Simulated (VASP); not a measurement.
A run of VASP 6.6.1 is set up as follows.

File INCAR:

```
PREC = Accurate ; ENCUT = 600
EDIFF = 1E-7 ; ISMEAR = 0
SIGMA = 0.01 ; LREAL = False
LASPH = True ; NELM = 120
ALGO = Normal ; ISIF = 3
LWAVE = False ; LCHARG = False
GGA = PS ; IBRION = 2
NSW = 100 ; EDIFFG = -0.002
PSTRESS = 40.0 ; GGA_COMPAT = False
NELMIN = 4
```

File KPOINTS:

```
Automatic mesh
0
Gamma
  8 8 8
```

The input POSCAR:

```
SrO
1.0
    2.5614438832      2.5614438832      0.0000000000
   -2.5614438832      2.5614438832      0.0000000000
    0.0000000000      2.5614438832      2.5614438832
Sr O
1 1
Direct
    0.5000000000      0.5000000000      0.0000000000
    0.0000000000      0.0000000000      0.0000000000
```

Potentials or basis: VASP PAW PBE potentials, release 64 (Sr_sv, O).

Launch:

```bash
$ cat potpaw_PBE.64/Sr_sv/POTCAR potpaw_PBE.64/O/POTCAR > POTCAR
$ mpirun -np 1 vasp_std > vasp.out
```

Task: Estimate the relaxed volume.

Result: 16.25 Å³/atom.

Task: Predict the band gap on the k mesh.

Result: 3.12 eV (least direct gap 3.17 eV).

Final structure:
```
Sr O
1.0
     2.53303    2.53303    0.00000
    -2.53303    2.53303    0.00000
     0.00000    2.53303    2.53303
Sr O
1 1
Direct
  0.50000 0.50000 0.00000
  0.00000 0.00000 0.00000
```

Caveat: the cell is relaxed towards a set pressure, so the run minimises the enthalpy, not the energy; the PAW data sets were made with another functional, which shifts forces and pressure a little. A k mesh can miss the band edges.
